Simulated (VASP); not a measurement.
# BP (F-43m) in VASP: G0W0 quasiparticle levels with PBE

Aim: the G0W0 quasiparticle levels of BP with PBE.

All numbers are computed with VASP 6.6.1; they aren't measurements. Logs are shortened: lines on timing, memory, paths and dates and some standing lists are left out, and cuts for length are marked.

## (1) The cell of the first run

Symmetry: F-43m, No. 216, cubic system. The conventional cell has a = 4.537 Å, b = 4.537 Å, c = 4.537 Å, α = 90.00°, β = 90.00°, γ = 90.00°. B (site symmetry -43m) has 4 P at 1.96 Å within 2.6 Å. P (site symmetry -43m) has 4 B at 1.96 Å within 2.6 Å.

## (2) G0W0 quasiparticle levels, PBE

The input, POSCAR:

```
BP
1.0
    0.0000000000      2.2683154755      2.2683154755
    2.2683154755      0.0000000000      2.2683154755
    2.2683154755      2.2683154755      0.0000000000
B P
1 1
Direct
    0.0000000000      0.0000000000      0.0000000000
    0.2500000000      0.2500000000      0.2500000000
```

The input, INCAR.step1:

```
SYSTEM = BP
PREC = Accurate
ENCUT = 500
EDIFF = 1E-8
ISMEAR = 0
SIGMA = 0.01
LREAL = .FALSE.
LASPH = .TRUE.
NELM = 60
ALGO = Normal
LWAVE = .TRUE.
LCHARG = .FALSE.
GGA = PE
```

The input, INCAR.step2:

```
SYSTEM = BP
PREC = Accurate
ENCUT = 500
EDIFF = 1E-8
ISMEAR = 0
SIGMA = 0.01
LREAL = .FALSE.
LASPH = .TRUE.
NELM = 1
ALGO = Exact
LWAVE = .TRUE.
LCHARG = .FALSE.
GGA = PE
NBANDS = 41
LOPTICS = .TRUE.
ISTART = 1
```

The input, INCAR.step3:

```
SYSTEM = BP
PREC = Accurate
ENCUT = 500
EDIFF = 1E-8
ISMEAR = 0
SIGMA = 0.01
LREAL = .FALSE.
LASPH = .TRUE.
ALGO = EVGW0
LWAVE = .FALSE.
LCHARG = .FALSE.
GGA = PE
NELMGW = 1
NBANDS = 41
ENCUTGW = 80.0
NOMEGA = 48
PRECFOCK = Fast
ISTART = 1
NBANDSGW = 12
```

The input, KPOINTS:

```
Automatic mesh
0
G
  6 6 6
  0 0 0
```

Potentials or basis: VASP PAW PBE potentials, release 64 (B_GW, P_GW).

The run is started by

```sh
cat potpaw_PBE.64/B_GW/POTCAR potpaw_PBE.64/P_GW/POTCAR > POTCAR
cp INCAR.step1 INCAR
mpirun -np 1 vasp_std > vasp.out
cp INCAR.step2 INCAR
mpirun -np 1 vasp_std > vasp.out
cp INCAR.step3 INCAR
mpirun -np 1 vasp_std > vasp.out
```

OUTCAR:

```text
SYSTEM = BP
   PREC = Accurate
   ENCUT = 500
   EDIFF = 1E-8
   ISMEAR = 0
   LREAL = .FALSE.
   LASPH = .TRUE.
   GGA = PE
   NELMGW = 1
   ENCUTGW = 80.0
   PRECFOCK = Fast
   ISTART = 1

 ion  position               nearest neighbor table
   1  0.000  0.000  0.000-   2 1.96   2 1.96   2 1.96   2 1.96
   2  0.250  0.250  0.250-   1 1.96   1 1.96   1 1.96   1 1.96

  LATTYP: Found a face centered cubic cell.
 ALAT       =     4.5366309510

  Lattice vectors:

 A1 = (   0.0000000000,   2.2683154755,   2.2683154755)
 A2 = (   2.2683154755,   0.0000000000,   2.2683154755)
 A3 = (   2.2683154755,   2.2683154755,   0.0000000000)

Analysis of symmetry for initial positions (statically):
=====================================================================
 Subroutine PRICEL returns:
 Original cell was already a primitive cell.

 Routine SETGRP: Setting up the symmetry group for a
 face centered cubic supercell.

 Subroutine GETGRP returns: Found 24 space group operations
 (whereof 24 operations were pure point group operations)
 out of a pool of 48 trial point group operations.

The static configuration has the point symmetry T_d .

Analysis of symmetry for dynamics (positions and initial velocities):
=====================================================================
 Subroutine PRICEL returns:
 Original cell was already a primitive cell.

 Routine SETGRP: Setting up the symmetry group for a
 face centered cubic supercell.

 Subroutine GETGRP returns: Found 24 space group operations
 (whereof 24 operations were pure point group operations)
 out of a pool of 48 trial point group operations.

The dynamic configuration has the point symmetry T_d .

 Subroutine INISYM returns: Found 24 space group operations
 (whereof 24 operations are pure point group operations),
 and found     1 'primitive' translations

----------------------------------------------------------------------------------------

                                     Primitive cell

  volume of cell :      23.3421

  direct lattice vectors                    reciprocal lattice vectors
     0.000000000  2.268315476  2.268315476    -0.220427893  0.220427893  0.220427893
     2.268315476  0.000000000  2.268315476     0.220427893 -0.220427893  0.220427893
     2.268315476  2.268315476  0.000000000     0.220427893  0.220427893 -0.220427893

  length of vectors
     3.207882509  3.207882509  3.207882509     0.381792309  0.381792309  0.381792309

  position of ions in fractional coordinates (direct lattice)
     0.000000000  0.000000000  0.000000000
     0.250000000  0.250000000  0.250000000

  ion indices of the primitive-cell ions
   primitive index   ion index
                 1           1
                 2           2

----------------------------------------------------------------------------------------

 KPOINTS: Automatic mesh

Automatic generation of k-mesh.
 Grid dimensions read from file:
 generate k-points for:    6    6    6

 Generating k-lattice:

  Cartesian coordinates                     Fractional coordinates (reciprocal lattice)
    -0.036737982  0.036737982  0.036737982     0.166666667  0.000000000  0.000000000
     0.036737982 -0.036737982  0.036737982     0.000000000  0.166666667  0.000000000
     0.036737982  0.036737982 -0.036737982     0.000000000  0.000000000  0.166666667

  Length of vectors
     0.063632052  0.063632052  0.063632052

  Shift w.r.t. Gamma in fractional coordinates (k-lattice)
     0.000000000  0.000000000  0.000000000

 Subroutine IBZKPT returns following result:
 ===========================================

 Found     16 irreducible k-points:

 Following reciprocal coordinates:
            Coordinates               Weight
  0.000000  0.000000  0.000000      1.000000
  0.166667  0.000000  0.000000      8.000000
  0.333333  0.000000  0.000000      8.000000
  0.500000  0.000000  0.000000      4.000000
  0.166667  0.166667  0.000000      6.000000
  0.333333  0.166667  0.000000     24.000000
[... 8 lines left out ...]
 -0.333333  0.333333  0.166667     24.000000
 -0.333333  0.500000  0.166667     12.000000
   k-points           NKPTS =     16   k-points in BZ     NKDIM =    216   number of bands    NBANDS=     41
   number of dos      NEDOS =    301   number of ions     NIONS =      2
   total plane-waves  NPLWV =  13824
   dimension x,y,z NGX =    24 NGY =   24 NGZ =   24
   dimension x,y,z NGXF=    48 NGYF=   48 NGZF=   48
   ions per type =               1   1
   NGX,Y,Z   is equivalent  to a cutoff of  12.44, 12.44, 12.44 a.u.
   NGXF,Y,Z  is equivalent  to a cutoff of  24.88, 24.88, 24.88 a.u.
 SYSTEM =  BP
   PREC   = accura    normal or accurate (medium, high low for compatibility)
   ISTART =      1    job   : 0-new  1-cont  2-samecut
   ICHARG =      0    charge: 1-file 2-atom 10-const
   ISPIN  =      1    spin polarized calculation?
   LNONCOLLINEAR =      F non collinear calculations
   LSORBIT =      F    spin-orbit coupling
   LASPH  =      T    aspherical Exc in radial PAW
   ENCUT  =  500.0 eV  36.75 Ry    6.06 a.u.   5.85  5.85  5.85*2*pi/ulx,y,z
   NELM   =     60;   NELMIN=  2; NELMDL=  0     # of ELM steps
   EDIFF  = 0.1E-07   stopping-criterion for ELM
   LREAL  =      F    real-space projection
   EDIFFG = 0.1E-06   stopping-criterion for IOM
   NSW    =      0    number of steps for IOM
   IBRION =     -1    ionic relax: 0-MD 1-quasi-New 2-CG
   NFREE  =      0    steps in history (QN), initial steepest desc. (CG)
   ISIF   =      0    stress and relaxation
   ISYM   =      3    0-nonsym 1-usesym 2-fastsym
   POTIM  = 0.5000    time-step for ionic-motion
   TEBEG  =    0.0;   TEEND  =   0.0 temperature during run
   PSTRESS=    0.0 pullay stress
   NELECT =       8.0000    total number of electrons
   NUPDOWN=      -1.0000    fix difference up-down
   EMIN   =  10.00;   EMAX   =-10.00  energy-range for DOS
   EFERMI =   0.00;   METHOD = LEGACY
   ISMEAR =     0;   SIGMA  =   0.01  broadening in eV -4-tet -1-fermi 0-gaus
   EFERMI_NEDOS =   21; number of points for ismear=-14 and -15
   IALGO  =     38    algorithm
   IMIX   =      4    mixing-type and parameters
     AMIX     =   0.40;   BMIX     =  1.00
     AMIX_MAG =   1.60;   BMIX_MAG =  1.00
  volume/ion in A,a.u.               =      11.67        78.76
  Fermi-wavevector in a.u.,A,eV,Ry     =   1.145666  2.164995 17.858336  1.312551
  Thomas-Fermi vector in A             =   2.282354
   LORBIT       =      0    0 simple, 1 ext, 2 COOP (PROOUT), +10 PAW based schemes
   GGA     = PE    functional components
   LHFCALC =     T    Hartree Fock is set to
   PRECFOCK=fast      Normal, Fast or Accurate (Low or Medium for compatibility)
   ENCUT4O =  -1.0   cutoff for four orbital integrals eV
   NKREDX  =     1    reduce k-point grid by
   NKREDY  =     1    reduce k-point grid by
   NKREDZ  =     1    reduce k-point grid by
   AEXX    =    1.0000 exact exchange contribution
   HFSCREEN=    0.0000 screening length (either q_TF or 0.3 A-1)
   HFSCREENC=   0.0000 screening length for correlation (either q_TF or 0.3 A-1)
   ENCUTFOCK=  -1.0 apply spherical cutoff to Coloumb kernel
   IVDW    =     0    specifies the selected vdW correction
   LEPSILON=     F    determine dielectric tensor
   LRPA    =     F    only Hartree local field effects (RPA)
   LRPAFORCE           =     F    calculate RPA forces
   ENCUTGW             =  80.0    cutoff for response function in eV
   ENCUTGWSOFT         =  64.0    soft cutoff for Coulomb kernel in GW response function in eV
   ENCUTLF             =  -1.0    cutoff for local field effects
   NELMGW              =     1    number of iterations in solving QP/BSE equation
   NELMHF              =     1    number of iterations in the inner HF iteration
   NKREDLFX            =     1    NKREDLFY  =   1   NKREDLFZ  =   1
 non-spin polarized calculation
 Gauss-broadening in eV      SIGMA  =   0.01
  energy-cutoff  :      500.00
  volume of cell :       23.34
 maximum number of plane-waves:       609
  NGX = 14; NGY = 14; NGZ = 14
   NGX = 11   NGY = 11   NGZ = 11
 maximum number of plane-waves:        43
 NGX is ok and might be reduce to    12

 QP shifts <psi_nk| G(iteration)W_0 |psi_nk>: iteration 1
 for sc-GW calculations column KS-energies equals QP-energies in previous step
 and V_xc(KS)=  KS-energies - (<T + V_ion + V_H > + <T+V_H+V_ion>^1  + <V_x>^1)

 k-point   1 :       0.0000    0.0000    0.0000
  band No.  KS-energies  QP-energies   sigma(KS)   V_xc(KS)     V^pw_x(r,r')   Z            occupation Imag(sigma)

      1      -8.3229      -8.8730     -12.8476     -12.0613     -20.4864       0.6995       2.0000       1.4318
      2       7.1472       7.0360     -13.4477     -13.3071     -14.9343       0.7909       2.0000       0.0564
      3       7.1472       7.0360     -13.4477     -13.3071     -14.9343       0.7909       2.0000       0.0564
      4       7.1472       7.0360     -13.4477     -13.3071     -14.9343       0.7909       2.0000       0.0564
      5      10.5517      11.2328     -11.2139     -12.0801      -7.1377       0.7863       0.0000      -0.0865
      6      10.5517      11.2328     -11.2139     -12.0801      -7.1377       0.7863       0.0000      -0.0865
      7      10.5517      11.2328     -11.2139     -12.0801      -7.1377       0.7863       0.0000      -0.0865
      8      14.5364      15.3056     -11.7461     -12.7624      -6.2229       0.7568       0.0000      -0.1840
      9      18.6770      18.8306      -9.2672      -9.4631      -3.3702       0.7843       0.0000      -0.3751
     10      19.1687      20.0216     -10.6645     -11.7612      -4.9766       0.7777       0.0000      -0.3272
     11      19.1687      20.0216     -10.6645     -11.7612      -4.9766       0.7777       0.0000      -0.3272
     12      22.8365      23.2269      -9.4465      -9.9499      -2.8214       0.7756       0.0000      -0.8015

 k-point   2 :       0.1667    0.0000    0.0000
  band No.  KS-energies  QP-energies   sigma(KS)   V_xc(KS)     V^pw_x(r,r')   Z            occupation Imag(sigma)
[... 225 lines left out ...]
      1      -3.2635      -3.6276     -13.3174     -12.8151     -19.0786       0.7249       2.0000       0.6548
      2      -1.0811      -1.5953     -13.2817     -12.5673     -18.3022       0.7198       2.0000       0.4041
      3       1.8435       1.3811     -12.5460     -11.9309     -15.6503       0.7519       2.0000       0.1449
      4       1.9665       1.5173     -12.5400     -11.9434     -15.6108       0.7530       2.0000       0.1431
      5      10.9763      11.5084     -10.6440     -11.3203      -6.2232       0.7868       0.0000      -0.1031
      6      11.5942      12.1476     -10.5798     -11.2808      -6.0852       0.7895       0.0000      -0.1061
      7      16.2565      17.0295     -11.2084     -12.2363      -5.1915       0.7521       0.0000      -0.2833
      8      16.9204      17.7158     -11.1382     -12.1873      -5.1344       0.7581       0.0000      -0.3020
      9      20.0179      20.9031     -11.2751     -12.4554      -4.5451       0.7500       0.0000      -0.5195
     10      23.2183      24.1230     -10.9759     -12.1751      -3.9252       0.7545       0.0000      -0.7293
     11      23.6052      24.5117     -11.5691     -12.7697      -4.5522       0.7550       0.0000      -0.7855
     12      27.6010      28.3160     -10.9334     -11.8853      -3.7515       0.7511       0.0000      -1.0927
```

Run time: 2.7 min. Hardware: 1 thread of Intel Xeon 8259CL, shared host; peak memory 0.28 GiB.

What came out:

| Item | Value |
| --- | --- |
| Band gap on the k mesh, mean-field level | 1.33 eV, indirect (least direct gap 3.40 eV) |
| Quasiparticle gap | 1.82 eV |
| Least direct quasiparticle gap | 4.20 eV |

Levels at points of the mesh, in eV from the valence-band top:
| k point | band 1 | band 2 | band 3 | band 4 | band 5 | band 6 | band 7 | band 8 |
| --- | --- | --- | --- | --- | --- | --- | --- | --- |
| (0.00, 0.00, 0.00) | -15.47 | 0.00 | 0.00 | 0.00 | 3.40 | 3.40 | 3.40 | 7.39 |
| (0.50, 0.00, 0.00) | -12.14 | -9.04 | -1.76 | -1.76 | 3.78 | 4.71 | 4.71 | 10.14 |
| (0.50, 0.50, 0.00) | -10.61 | -8.59 | -4.12 | -4.12 | 1.33 | 1.66 | 12.09 | 12.09 |

Caveat: bands, screening cutoff and mesh are small and nothing is extrapolated, so the quasiparticle values aren't converged. A k mesh can miss the band edges.
